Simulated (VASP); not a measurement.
Wanted: the native input for a VASP 6.6.1 run.

* Task: single point
* Functional: r2SCAN
* Potentials or basis: VASP PAW PBE potentials, release 64 (Ru_pv, Al)
* Cutoff: 520 eV
* k mesh: 12 × 12 × 1
* Occupations: gaussian, width 0.1 eV
* Spin: no spin polarisation
* Dipole correction: yes
* Further INCAR settings: ALGO = Normal; EDIFF = 1e-06; NBANDS = 44

The system is AlRu, a slab with vacuum.

```xyz
8
Lattice="2.9826 0.0000 0.0000 0.0000 2.9826 0.0000 0.0000 0.0000 25.4392" Properties=species:S:1:pos:R:3 pbc="T T T"
Ru    1.4913    1.4913    7.6268
Ru    1.4913    1.4913   10.4871
Ru    1.4913    1.4913   13.4590
Ru    1.4913    1.4913   16.5025
Al    0.0000    0.0000    9.0302
Al    0.0000    0.0000   11.9976
Al    0.0000    0.0000   14.9292
Al    0.0000    0.0000   17.7244
```

These files were run (other wordings do the same):

POSCAR

```
AlRu
1.0
    2.9826244060      0.0000000000      0.0000000000
    0.0000000000      2.9826244060      0.0000000000
    0.0000000000      0.0000000000     25.4391854209
Ru Al
4 4
Direct
    0.5000000000      0.5000000000      0.2998037983
    0.5000000000      0.5000000000      0.4122417251
    0.5000000000      0.5000000000      0.5290642936
    0.5000000000      0.5000000000      0.6487026299
    0.0000000000      0.0000000000      0.3549730373
    0.0000000000      0.0000000000      0.4716198800
    0.0000000000      0.0000000000      0.5868565391
    0.0000000000      0.0000000000      0.6967380967
```

INCAR.step1

```
SYSTEM = AlRu
PREC = Accurate ; ENCUT = 520
ISMEAR = 0 ; SIGMA = 0.1
LREAL = .False. ; LASPH = .True.
NELM = 100 ; LDIPOL = .True.
IDIPOL = 3 ; DIPOL = 0.5 0.5 0.500
NBANDS = 44 ; GGA = PE
ALGO = Normal ; EDIFF = 1E-4
LWAVE = .True. ; LCHARG = .False.
```

INCAR.step2

```
SYSTEM = AlRu
PREC = Accurate ; ENCUT = 520
EDIFF = 1E-6 ; ISMEAR = 0
SIGMA = 0.1 ; LREAL = .False.
LASPH = .True. ; NELM = 100
ALGO = Normal ; ISIF = 2
LWAVE = .False. ; LCHARG = .True.
LDIPOL = .True. ; IDIPOL = 3
DIPOL = 0.5 0.5 0.500 ; METAGGA = R2SCAN
LMIXTAU = .True. ; LELF = .True.
LVHAR = .True. ; LVACPOTAV = .True.
NBANDS = 44 ; ISTART = 1
```

KPOINTS

```
regular mesh
0
Gamma
  12 12 1
  0 0 0
```

Potentials or basis: VASP PAW PBE potentials, release 64 (Ru_pv, Al).

Launch:

```console
$ cat potpaw_PBE.64/Ru_pv/POTCAR potpaw_PBE.64/Al/POTCAR > POTCAR
$ cp INCAR.step1 INCAR
$ mpirun -np 1 vasp_std > vasp.out
$ cp INCAR.step2 INCAR
$ mpirun -np 1 vasp_std > vasp.out
```

Results of the run:

The largest force is 0.027 eV/Å and the band gap on the k mesh is zero (bands 34 and 35 overlap by 2.30 eV).

Caveat: the PAW data sets were made with another functional, which shifts forces and pressure a little.

Wall time 42 min on 1 thread of Intel(R) Xeon(R) 6975P-C (Granite Rapids), with other jobs on the host, peak memory 0.5 GiB.
